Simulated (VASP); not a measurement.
ZnO:

```
Zn O
1.0
     0.00000    2.13256    2.13256
     2.13256    0.00000    2.13256
     2.13256    2.13256    0.00000
Zn O
1 1
Direct
  0.00000 0.00000 0.00000
  0.50000 0.50000 0.50000
```

Base run:

| Quantity | Value |
| --- | --- |
| Program | VASP 6.6.1 |
| Functional | r2SCAN |
| Potentials or basis | VASP PAW PBE potentials, release 64 (Zn, O) |
| Cutoff | 520 eV |
| k mesh | 10 × 10 × 10 |
| Occupations | fermi-dirac, width 0.05 eV |
| Spin | no spin polarisation |

Its results: band gap on the k mesh 1.56 eV, indirect (least direct gap 3.00 eV); pressure 1.8 GPa.

Problem. The run is repeated on the same cell with these changes: functional from r2SCAN to PBEsol. What comes out?

Solution. Band gap on the k mesh 0.84 eV, indirect (least direct gap 2.27 eV); pressure 1.2 GPa.

r2SCAN gives the wider gap, since meta-GGAs in the generalised Kohn-Sham scheme recover part of the derivative discontinuity.

Caveats: the PAW data sets were made with another functional, which shifts forces and pressure a little.

A k mesh can miss the band edges.
